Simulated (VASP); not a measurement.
# BN (P1) in VASP: a series of runs

BN is run at these levels: PBE; tasks: single point.

Program: VASP 6.6.1. These are calculated values, not measurements. Logs are shortened: lines on timing, memory, paths and dates and some standing lists are left out, and cuts for length are marked.

### 1 The cell of the first run

The typed cell holds 4 atoms: a = 2.615 Å, b = 2.666 Å, c = 4.588 Å, α = 73.11°, β = 71.43°, γ = 59.36°.

### 2 Single point, PBE

INCAR

```
SYSTEM = BN
PREC = Accurate ; ENCUT = 520
EDIFF = 1E-6 ; ISMEAR = 0
SIGMA = 0.05 ; LREAL = .FALSE.
LASPH = .TRUE. ; NELM = 100
ALGO = Normal ; ISIF = 2
LWAVE = .FALSE. ; LCHARG = .FALSE.
GGA = PE ; NBANDS = 16
```

KPOINTS

```
Automatic mesh
0
G
  6 6 6
  0 0 0
```

POSCAR

```
BN
1.0
    0.0000000000     -1.8123937734     -1.8848895243
   -1.8848895243      0.0000000000     -1.8848895243
    1.8848895243      1.8123937734     -3.7697790487
B N
2 2
Direct
   -0.0079968350      0.0356553883      0.0000000000
    0.5079968350      0.4643446117      0.5000000000
    0.3668163164      0.4114884879      0.8750000000
    0.8831836836      0.8385115121      0.3750000000
```

Potentials or basis: VASP PAW PBE potentials, release 64 (B, N).

The run is started by

```
> cat potpaw_PBE.64/B/POTCAR potpaw_PBE.64/N/POTCAR > POTCAR
> mpirun -np 1 vasp_std > vasp.out
```

OUTCAR:

```text
SYSTEM = BN
   PREC = Accurate
   ENCUT = 520
   EDIFF = 1E-6
   ISMEAR = 0
   LREAL = .FALSE.
   LASPH = .TRUE.
   NELM = 100
   ISIF = 2
   GGA = PE

 ion  position               nearest neighbor table
   1  0.992  0.036  0.000-   3 1.61   3 1.61   3 1.61   4 1.62
   2  0.508  0.464  0.500-   4 1.61   4 1.61   4 1.61   3 1.62
   3  0.367  0.411  0.875-   1 1.61   1 1.61   1 1.61   2 1.62
   4  0.883  0.839  0.375-   2 1.61   2 1.61   2 1.61   1 1.62

  LATTYP: Found a base centered monoclinic cell.
 ALAT       =     4.4994112723
 B/A-ratio  =     0.5924411367
 C/A-ratio  =     1.0000000000
 COS(beta)  =    -0.2980269990

  Lattice vectors:

 A1 = (   1.8848895243,  -1.8123937734,   0.0000000000)
 A2 = (   0.0000000000,  -1.8123937734,  -1.8848895243)
 A3 = (   1.8848895243,   3.6247875468,  -1.8848895244)

Analysis of symmetry for initial positions (statically):
=====================================================================
 Subroutine PRICEL returns:
 Original cell was already a primitive cell.

 Routine SETGRP: Setting up the symmetry group for a
 base centered monoclinic supercell.

 Subroutine GETGRP returns: Found  1 space group operations
 (whereof  1 operations were pure point group operations)
 out of a pool of  4 trial point group operations.

The static configuration has the point symmetry C_1 .

Analysis of symmetry for dynamics (positions and initial velocities):
=====================================================================
 Subroutine PRICEL returns:
 Original cell was already a primitive cell.

 Routine SETGRP: Setting up the symmetry group for a
 base centered monoclinic supercell.

 Subroutine GETGRP returns: Found  1 space group operations
 (whereof  1 operations were pure point group operations)
 out of a pool of  4 trial point group operations.

The dynamic configuration has the point symmetry C_1 .

 Subroutine INISYM returns: Found  1 space group operations
 (whereof  1 operations are pure point group operations),
 and found     1 'primitive' translations

----------------------------------------------------------------------------------------

                                     Primitive cell

  volume of cell :      25.7564

  direct lattice vectors                    reciprocal lattice vectors
     0.000000000 -1.812393773 -1.884889524     0.132633768 -0.413817356 -0.132633768
    -1.884889524  0.000000000 -1.884889524    -0.397901304  0.137939119 -0.132633768
     1.884889524  1.812393773 -3.769779049     0.132633768  0.137939119 -0.132633768

  length of vectors
     2.614876614  2.665636329  4.587898624     0.454343744  0.441525044  0.232831771

  position of ions in fractional coordinates (direct lattice)
     0.992003165  0.035655388  0.000000000
     0.507996835  0.464344612  0.500000000
     0.366816316  0.411488488  0.875000000
     0.883183684  0.838511512  0.375000000

  ion indices of the primitive-cell ions
   primitive index   ion index
                 1           1
                 2           2
                 3           3
                 4           4

----------------------------------------------------------------------------------------

 KPOINTS: Automatic mesh

Automatic generation of k-mesh.
 Grid dimensions read from file:
 generate k-points for:    6    6    6

 Generating k-lattice:

  Cartesian coordinates                     Fractional coordinates (reciprocal lattice)
     0.022105628 -0.068969559 -0.022105628     0.166666667  0.000000000 -0.000000000
    -0.066316884  0.022989853 -0.022105628     0.000000000  0.166666667 -0.000000000
     0.022105628  0.022989853 -0.022105628     0.000000000  0.000000000  0.166666667

  Length of vectors
     0.075723957  0.073587507  0.038805295

  Shift w.r.t. Gamma in fractional coordinates (k-lattice)
     0.000000000  0.000000000  0.000000000

 Subroutine IBZKPT returns following result:
 ===========================================

 Found    112 irreducible k-points:

 Following reciprocal coordinates:
            Coordinates               Weight
  0.000000  0.000000  0.000000      1.000000
  0.166667  0.000000  0.000000      2.000000
  0.333333  0.000000  0.000000      2.000000
  0.500000  0.000000 -0.000000      1.000000
 -0.000000  0.166667  0.000000      2.000000
  0.166667  0.166667  0.166667      2.000000
[... 16 lines left out ...]
  0.500000  0.333333 -0.000000      2.000000
 -0.166667  0.333333  0.333333      2.000000
 [... further k-points ...]
   k-points           NKPTS =    112   k-points in BZ     NKDIM =    112   number of bands    NBANDS=     16
   number of dos      NEDOS =    301   number of ions     NIONS =      4
   total plane-waves  NPLWV =  14400
   dimension x,y,z NGX =    20 NGY =   20 NGZ =   36
   dimension x,y,z NGXF=    40 NGYF=   40 NGZF=   72
   ions per type =               2   2
   NGX,Y,Z   is equivalent  to a cutoff of  12.72, 12.47, 13.04 a.u.
   NGXF,Y,Z  is equivalent  to a cutoff of  25.43, 24.95, 26.09 a.u.
 SYSTEM =  BN
   PREC   = accura    normal or accurate (medium, high low for compatibility)
   ISTART =      0    job   : 0-new  1-cont  2-samecut
   ICHARG =      2    charge: 1-file 2-atom 10-const
   ISPIN  =      1    spin polarized calculation?
   LNONCOLLINEAR =      F non collinear calculations
   LSORBIT =      F    spin-orbit coupling
   LASPH  =      T    aspherical Exc in radial PAW
   ENCUT  =  520.0 eV  38.22 Ry    6.18 a.u.   4.86  4.96  8.53*2*pi/ulx,y,z
   NELM   =    100;   NELMIN=  2; NELMDL= -5     # of ELM steps
   EDIFF  = 0.1E-05   stopping-criterion for ELM
   LREAL  =      F    real-space projection
   EDIFFG = 0.1E-04   stopping-criterion for IOM
   NSW    =      0    number of steps for IOM
   IBRION =     -1    ionic relax: 0-MD 1-quasi-New 2-CG
   NFREE  =      0    steps in history (QN), initial steepest desc. (CG)
   ISIF   =      2    stress and relaxation
   ISYM   =      2    0-nonsym 1-usesym 2-fastsym
   POTIM  = 0.5000    time-step for ionic-motion
   TEBEG  =    0.0;   TEEND  =   0.0 temperature during run
   PSTRESS=    0.0 pullay stress
   NELECT =      16.0000    total number of electrons
   NUPDOWN=      -1.0000    fix difference up-down
   EMIN   =  10.00;   EMAX   =-10.00  energy-range for DOS
   EFERMI =   0.00;   METHOD = LEGACY
   ISMEAR =     0;   SIGMA  =   0.05  broadening in eV -4-tet -1-fermi 0-gaus
   EFERMI_NEDOS =   21; number of points for ismear=-14 and -15
   IALGO  =     38    algorithm
   IMIX   =      4    mixing-type and parameters
     AMIX     =   0.40;   BMIX     =  1.00
     AMIX_MAG =   1.60;   BMIX_MAG =  1.00
  volume/ion in A,a.u.               =       6.44        43.45
  Fermi-wavevector in a.u.,A,eV,Ry     =   1.396862  2.639686 26.547991  1.951222
  Thomas-Fermi vector in A             =   2.520174
   LORBIT       =      0    0 simple, 1 ext, 2 COOP (PROOUT), +10 PAW based schemes
   GGA     = PE    functional components
   LHFCALC =     F    Hartree Fock is set to
   AEXX    =    0.0000 exact exchange contribution
   IVDW    =     0    specifies the selected vdW correction
   LEPSILON=     F    determine dielectric tensor
   LRPA    =     F    only Hartree local field effects (RPA)
 non-spin polarized calculation
 Gauss-broadening in eV      SIGMA  =   0.05
  energy-cutoff  :      520.00
  volume of cell :       25.76
 maximum number of plane-waves:       706
   NGX =  9   NGY =  9   NGZ = 17

 number of electron      16.0000001 magnetization

 Free energy of the ion-electron system (eV)
  ---------------------------------------------------
  ext. energy  EPLUGINS =         0.00000000
  ---------------------------------------------------
  free energy    TOTEN  =       -34.53429433 eV

  energy without entropy =      -34.53429433  energy(sigma->0) =      -34.53429433

 E-fermi :   6.8571     XC(G=0): -12.4097

 val. band max:        6.6582046825   @ k =   0.0000   0.0000   0.0000
 cond. band min:      10.3466141062   @ k =   0.5000   0.0000   0.5000
 fundamental gap:      3.6884094237
 Fermi energy:         6.8570569895

 k-point     1 :       0.0000    0.0000    0.0000
  band No.  band energies     occupation
      1     -12.8946      2.00000
      2      -9.0630      2.00000
      3      -3.5159      2.00000
      4       4.3842      2.00000
      5       4.8997      2.00000
      6       6.1782      2.00000
[... 8 lines left out ...]
     15      17.0140      0.00000
     16      20.8240      0.00000

 k-point     2 :       0.1667    0.0000    0.0000
  band No.  band energies     occupation
      1     -12.2988      2.00000
      2      -8.7339      2.00000
      3      -2.8253      2.00000
      4       2.8635      2.00000
      5       3.7384      2.00000
      6       4.1963      2.00000
[... 8 lines left out ...]
     15      18.1082      0.00000
     16      20.9677      0.00000

 k-point     3 :       0.3333    0.0000    0.0000
  band No.  band energies     occupation
      1     -10.6222      2.00000
      2      -8.0143      2.00000
      3      -1.3408      2.00000
      4      -0.1553      2.00000
      5       0.5814      2.00000
      6       2.8365      2.00000
[... 8 lines left out ...]
     15      20.2543      0.00000
     16      21.2473      0.00000

 k-point     4 :       0.5000    0.0000   -0.0000
  band No.  band energies     occupation
      1      -8.5717      2.00000
      2      -8.4560      2.00000
      3      -1.8643      2.00000
      4      -1.8018      2.00000
      5       1.7620      2.00000
      6       1.8608      2.00000
[... 8 lines left out ...]
     15      20.3587      0.00000
     16      20.4476      0.00000

 k-point     5 :      -0.0000    0.1667    0.0000
  band No.  band energies     occupation
      1     -12.3341      2.00000
      2      -8.7229      2.00000
      3      -2.8992      2.00000
      4       2.3832      2.00000
      5       4.1613      2.00000
      6       4.2132      2.00000
[... 8 lines left out ...]
     15      18.2790      0.00000
     16      20.8799      0.00000

 k-point     6 :       0.1667    0.1667    0.1667
  band No.  band energies     occupation
      1     -12.3337      2.00000
      2      -8.7245      2.00000
      3      -2.8972      2.00000
      4       2.3861      2.00000
      5       4.1507      2.00000
      6       4.2258      2.00000
[... 8 lines left out ...]
     15      18.3303      0.00000
     16      20.9044      0.00000

 k-point     7 :       0.1667    0.1667    0.0000
  band No.  band energies     occupation
      1     -12.2715      2.00000
      2      -8.9166      2.00000
      3      -2.6165      2.00000
      4       2.7355      2.00000
      5       3.5192      2.00000
      6       3.9595      2.00000
[... 8 lines left out ...]
     15      18.6437      0.00000
     16      20.5851      0.00000

 k-point     8 :      -0.0000    0.1667    0.1667
  band No.  band energies     occupation
      1     -12.2715      2.00000
      2      -8.9165      2.00000
      3      -2.6148      2.00000
      4       2.7270      2.00000
      5       3.5348      2.00000
      6       3.9355      2.00000
[... 8 lines left out ...]
     15      18.5895      0.00000
     16      20.6106      0.00000

 k-point     9 :       0.3333    0.1667    0.0000
  band No.  band energies     occupation
      1     -11.0769      2.00000
      2      -8.4498      2.00000
      3      -1.3821      2.00000
      4       0.9524      2.00000
      5       1.3029      2.00000
      6       2.3840      2.00000
[... 8 lines left out ...]
     15      19.6514      0.00000
     16      21.6918      0.00000
[... 172 lines left out ...]
 k-point    19 :       0.1667    0.3333    0.0000
  band No.  band energies     occupation
      1     -11.1748      2.00000
      2      -8.4405      2.00000
      3      -1.5286      2.00000
      4       0.7328      2.00000
      5       1.3818      2.00000
      6       2.5600      2.00000
[... 8 lines left out ...]
     15      19.6038      0.00000
     16      21.0660      0.00000

 k-point    20 :       0.1667    0.3333    0.3333
  band No.  band energies     occupation
      1     -11.1736      2.00000
      2      -8.4440      2.00000
      3      -1.5199      2.00000
      4       0.7331      2.00000
      5       1.3875      2.00000
      6       2.5331      2.00000
[... 8 lines left out ...]
     15      19.6758      0.00000
     16      21.0920      0.00000

 k-point    21 :       0.3333    0.3333   -0.0000
  band No.  band energies     occupation
      1     -10.5572      2.00000
      2      -8.3887      2.00000
      3      -1.3799      2.00000
      4      -0.9529      2.00000
      5       0.9630      2.00000
      6       2.6324      2.00000
[... 8 lines left out ...]
     15      21.1339      0.00000
     16      21.8608      0.00000

 k-point    22 :       0.0000    0.3333    0.3333
  band No.  band energies     occupation
      1     -10.5563      2.00000
      2      -8.3893      2.00000
      3      -1.3898      2.00000
      4      -0.9354      2.00000
      5       0.9585      2.00000
      6       2.6105      2.00000
[... 8 lines left out ...]
     15      21.0918      0.00000
     16      21.8605      0.00000

 k-point    23 :       0.5000    0.3333   -0.0000
  band No.  band energies     occupation
      1      -9.1819      2.00000
      2      -7.9381      2.00000
      3      -2.4581      2.00000
      4      -1.6171      2.00000
      5       0.7163      2.00000
      6       2.0326      2.00000
[... 8 lines left out ...]
     15      20.8072      0.00000
     16      22.3883      0.00000

 k-point    24 :      -0.1667    0.3333    0.3333
  band No.  band energies     occupation
      1      -9.1785      2.00000
      2      -7.9418      2.00000
      3      -2.4592      2.00000
      4      -1.6162      2.00000
      5       0.7068      2.00000
      6       2.0502      2.00000
[... 8 lines left out ...]
     15      20.7120      0.00000
     16      22.4049      0.00000

 [... further k-points ...]
[... 5 lines left out ...]
  --------------------------------------------------------------------------------------
  -------------------------------------------------------------------------------------
  Total       -5.3795158     -1.6104249     -5.2102693      0.0972792     -0.0548343     -0.1694679
  in kB     -334.6335024   -100.1766943   -324.1054981      6.0512680     -3.4109744    -10.5417735
  external PRESSURE =    -252.9718982 kB  Pullay stress =       0.0000000 kB

 VOLUME and BASIS-vectors are now :
 -----------------------------------------------------------------------------
  energy-cutoff  :      520.00
  volume of cell :       25.76
      direct lattice vectors                 reciprocal lattice vectors
     0.000000000 -1.812393773 -1.884889524     0.132633768 -0.413817356 -0.132633768
    -1.884889524  0.000000000 -1.884889524    -0.397901304  0.137939119 -0.132633768
     1.884889524  1.812393773 -3.769779049     0.132633768  0.137939119 -0.132633768

 POSITION                                       TOTAL-FORCE (eV/Angst)
 -----------------------------------------------------------------------------------
     -0.06721     -1.79790     -1.93702         0.581532     -0.125729      0.487223
      0.06721     -0.01449     -3.71765        -0.628656      0.128365     -0.457001
      0.87367      0.92103     -4.76558         0.837576     -0.165726      0.638634
     -0.87367     -0.92103     -4.65887        -0.790452      0.163089     -0.668856
 -----------------------------------------------------------------------------------
    total drift:                               -0.000058     -0.000050      0.000053

  FREE ENERGIE OF THE ION-ELECTRON SYSTEM (eV)
  ---------------------------------------------------
  free  energy   TOTEN  =       -34.5342943295 eV

  energy  without entropy=      -34.5342943295  energy(sigma->0) =      -34.53429433
```

Wall time 16 s (1 thread of Intel Xeon 6975P-C (Granite Rapids), shared host); peak memory 0.16 GiB.

Results:

* Free energy: -34.5343 eV
* Pressure: -25.3 GPa
* Largest force: 1.066 eV/Å
* Band gap on the k mesh: 3.69 eV, indirect (least direct gap 5.37 eV)

Forces on the atoms (eV/Å):
```
B    0.582 -0.126  0.487
B   -0.629  0.128 -0.457
N    0.838 -0.166  0.639
N   -0.790  0.163 -0.669
```

Stress tensor (GPa, compression positive):
```
-33.46   0.61  -1.05
  0.61 -10.02  -0.34
 -1.05  -0.34 -32.41
```

Levels at points of the mesh, in eV from the valence-band top:
```csv
k point,band 5,band 6,band 7,band 8,band 9,band 10,band 11,band 12
"(0.00, 0.00, 0.00)",-1.76,-0.48,-0.37,0.00,7.89,8.01,8.20,8.50
"(0.50, 0.00, 0.00)",-4.90,-4.80,-3.81,-3.79,6.46,6.51,10.94,11.36
"(0.00, 0.50, 0.00)",-5.36,-4.84,-3.46,-3.43,6.93,7.21,11.10,12.28
"(0.50, 0.50, 0.50)",-5.34,-4.94,-3.44,-3.42,6.99,7.18,11.22,12.22
"(0.50, 0.50, 0.00)",-4.57,-4.56,-2.29,-1.80,4.26,8.44,8.69,9.68
"(0.00, 0.50, 0.50)",-4.58,-4.55,-2.28,-1.78,4.24,8.40,8.61,9.76
"(0.00, 0.00, 0.50)",-1.56,-1.52,-1.08,-1.02,7.93,8.08,9.40,9.66
"(0.50, 0.00, 0.50)",-5.09,-5.02,-2.43,-1.69,3.69,7.97,8.37,9.72
```

Caveat: the k points lie up to 0.48 Å⁻¹ apart; forces of over 1 eV/Å act on the atoms, so gaps and moduli don't describe the material at rest. A k mesh can miss the band edges.

(Continued in part 2 of 2.)
